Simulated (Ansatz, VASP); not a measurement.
# Two plane-wave programs on MgO

Contents of INCAR:

```
SYSTEM = MgO
PREC = Accurate
ENCUT = 600
EDIFF = 1E-6
ISMEAR = -1
SIGMA = 0.025851999786435532
LREAL = .FALSE.
LASPH = .TRUE.
NELM = 120
ALGO = Normal
ISIF = 2
LWAVE = .FALSE.
LCHARG = .TRUE.
GGA = PE
LELF = .TRUE.
LVHAR = .TRUE.
NBANDS = 11
GGA_COMPAT = .FALSE.
```

Contents of KPOINTS:

```
Automatic mesh
0
G
  6 6 6
  0 0 0
```

The input POSCAR:

```
MgO
1.0
    2.9380209034      0.0000000000      0.0000000000
   -1.4690104517      2.5444007392      0.0000000000
    0.0000000000      0.0000000000      2.6796800000
Mg O
1 1
Direct
    0.0000000000      0.0000000000      0.0000000000
    0.3333333333      0.6666666667      0.5000000000
```

Input for Ansatz:

```yaml
crystal:
  lattice:
    - [2.9380209034, 0.0, 0.0]
    - [-1.4690104517, 2.5444007392, 0.0]
    - [0.0, 0.0, 2.67968]
  atoms:
    - { symbol: Mg, position: [0.0, 0.0, 0.0] }
    - { symbol: O, position: [0.3333333333, 0.6666666667, 0.5] }
basis:
  ecutwfc: 420
kpoints:
  mp_grid: { grid: [6, 6, 6] }
hamiltonian:
  xc: pbe
scf:
  occupations: { method: fermi_dirac, width: "300 K" }
  algorithm: direct_min
  max_iter: 51
output:
  forces: true
  stress: true
  eigenvalues: true
```

Alike in both runs: task single point; functional PBE; k mesh 6 × 6 × 6; no spin polarisation.

|  | VASP | Ansatz |
| --- | --- | --- |
| version | VASP 6.6.1 | Ansatz 0.2.0 |
| potentials or method | VASP PAW PBE potentials, release 64 (Mg, O), cutoff 600 eV | scalar-relativistic, plane waves, PAW |
| occupations | fermi-dirac, width 0.025852 eV | fermi-dirac |
| valence electrons in the cell | 8 | 16 |

```tsv
	VASP	Ansatz	Ansatz less VASP
gap on the k mesh at the Fermi level (eV)	3.00	3.02	+0.019
least direct gap on the mesh (eV)	3.40	3.42	+0.017
pressure (GPa)	-0.9	0.0	+0.84
```

VASP's potentials hold 8 valence electrons a cell and Ansatz's 16, so a difference there can come from the potentials and not from the codes.
